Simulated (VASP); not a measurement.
CdS: relaxation of shape and atoms at fixed volume with r2SCAN

Crystal: CdS.

```xyz
4
Lattice="4.2455 0.0000 0.0000 -2.1228 3.6767 0.0000 0.0000 0.0000 6.8988" Properties=species:S:1:pos:R:3 pbc="T T T"
Cd    0.0000    2.4511   -0.0067
Cd    2.1228    1.2256    3.4427
S     0.0000    2.4511    2.5937
S     2.1228    1.2256    6.0431
```

| Item | Value |
| --- | --- |
| Program | VASP 6.6.1 |
| Task | relaxation of shape and atoms at fixed volume |
| Functional | r2SCAN |
| Potentials or basis | VASP PAW PBE potentials, release 64 (Cd, S) |
| Cutoff | 600 eV |
| k mesh | 9 × 9 × 4 |
| Occupations | gaussian, width 0.02 eV |
| Spin | no spin polarisation |
| Dipole correction | no |
| Further INCAR settings | ALGO = Normal; EDIFF = 1e-06; IBRION = 2; EDIFFG = -0.01; NSW = 50; ISIF = 4 |

The pressure after relaxing is -2.9 GPa. The band gap on the k mesh is 1.48 eV.

Final structure:
```yaml
crystal:
  lattice:
    - [4.24550, 0.00000, 0.00000]
    - [-2.12275, 3.67671, 0.00000]
    - [0.00000, 0.00000, 6.89879]
  atoms:
    - { symbol: Cd, position: [0.33333, 0.66667, 0.99903] }
    - { symbol: Cd, position: [0.66667, 0.33333, 0.49903] }
    - { symbol: S, position: [0.33333, 0.66667, 0.37597] }
    - { symbol: S, position: [0.66667, 0.33333, 0.87597] }
```

Levels at points of the mesh, in eV from the valence-band top:
| k point | band 16 | band 17 | band 18 | band 19 | band 20 | band 21 |
| --- | --- | --- | --- | --- | --- | --- |
| (0.00, 0.00, 0.00) | -0.03 | 0.00 | 0.00 | 1.48 | 3.13 | 6.98 |
| (0.00, 0.00, 0.50) | -0.34 | -0.34 | -0.34 | 3.12 | 3.12 | 6.54 |

It took 6 min on 1 thread of Intel Xeon 8259CL, with other jobs on the host, peak memory 0.34 GiB.

Caveat: the PAW data sets were made with another functional, which shifts forces and pressure a little.
